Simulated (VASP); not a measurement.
**Sb: single point with PBEsol**

The system is Sb.

```
Sb
1.0
     3.39131    0.00000    0.00000
    -1.69566    2.93696    0.00000
     0.00000    0.00000    5.36530
Sb
2
Direct
  0.33333 0.66667 0.25000
  0.66667 0.33333 0.75000
```

This isn't the form of Sb at room conditions, which is rhombohedral.

```json
{
  "Program": "VASP 6.6.1",
  "Task": "single point",
  "Functional": "PBEsol",
  "Potentials or basis": "VASP PAW PBE potentials, release 64 (Sb)",
  "Cutoff": "520 eV",
  "k mesh": "12 × 12 × 7",
  "Occupations": "fermi-dirac, width 0.05 eV",
  "Spin": "no spin polarisation",
  "Dipole correction": "no",
  "Further INCAR settings": "ALGO = Normal; EDIFF = 1e-07; NBANDS = 12"
}
```

```json
{
 "Pressure": "-1.5 GPa",
 "Band gap on the k mesh": "zero (bands 5 and 6 overlap by 6.79 eV)"
}
```

Stress tensor (GPa, compression positive):
```
-1.07  0.00  0.00
 0.00 -1.07  0.00
 0.00  0.00 -2.27
```

Levels at points of the mesh, in eV from the Fermi level:
```csv
k point,band 1,band 2,band 3,band 4,band 5,band 6,band 7,band 8,band 9,band 10
"(0.00, 0.00, 0.00)",-13.03,-8.92,-5.85,3.23,3.23,4.98,4.98,5.87,7.30,8.77
"(0.50, 0.00, 0.00)",-9.55,-8.18,-4.23,-2.87,-2.37,-0.19,0.10,3.67,4.21,7.43
```

Wall time 66 s on 1 thread of Intel Xeon 8259CL, on a shared host, peak memory 0.2 GiB.

Caveat: the PAW data sets were made with another functional, which shifts forces and pressure a little; spin-orbit coupling is left out, which moves the levels of the heavy elements.
